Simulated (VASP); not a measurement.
Wanted: the native input for a VASP 6.6.1 run.

```yaml
Task: single point
Functional: PBEsol
Potentials_or_basis: VASP PAW PBE potentials, release 64 (Te)
Cutoff: 520 eV
k_mesh: 7 × 7 × 5
Occupations: fermi-dirac, width 0.05 eV
Spin: no spin polarisation
Dipole_correction: no
Further_INCAR_settings: ALGO = Normal; EDIFF = 1e-07; NBANDS = 16
```

The structure of Te lies in POSCAR:

```
Te
1.0
    4.5413555111      0.0000000000      0.0000000000
   -2.2706777555      3.9329292402      0.0000000000
    0.0000000000      0.0000000000      6.0401863600
Te
3
Direct
    0.7310000000      0.7310000000      0.0000000000
    0.0000000000      0.2690000000      0.6666666667
    0.2690000000      0.0000000000      0.3333333333
```

This cell differs from its parent crystal: volume scaled by 1.06.

The input as run:

INCAR

```
ALGO = Normal
EDIFF = 1E-7
ENCUT = 520
GGA = PS
ISIF = 2
ISMEAR = -1
LASPH = True
LCHARG = False
LREAL = False
LWAVE = False
NBANDS = 16
NELM = 80
PREC = Accurate
SIGMA = 0.05
```

KPOINTS

```
k-points
0
Gamma
  7 7 5
```

Potentials or basis: VASP PAW PBE potentials, release 64 (Te).

Run with:

```sh
$ cat potpaw_PBE.64/Te/POTCAR > POTCAR
$ mpirun -np 1 vasp_std > vasp.out
```

It gave:

The pressure is -3.3 GPa and the largest force is 0.162 eV/Å. The band gap on the k mesh is 0.60 eV, indirect (least direct gap 0.72 eV).

Caveat: the PAW data sets were made with another functional, which shifts forces and pressure a little; spin-orbit coupling is left out, which moves the levels of the heavy elements.

Run time: 53 s on 1 thread of AMD EPYC 9R45 (Zen 5) (shared host), peak memory 0.21 GiB.
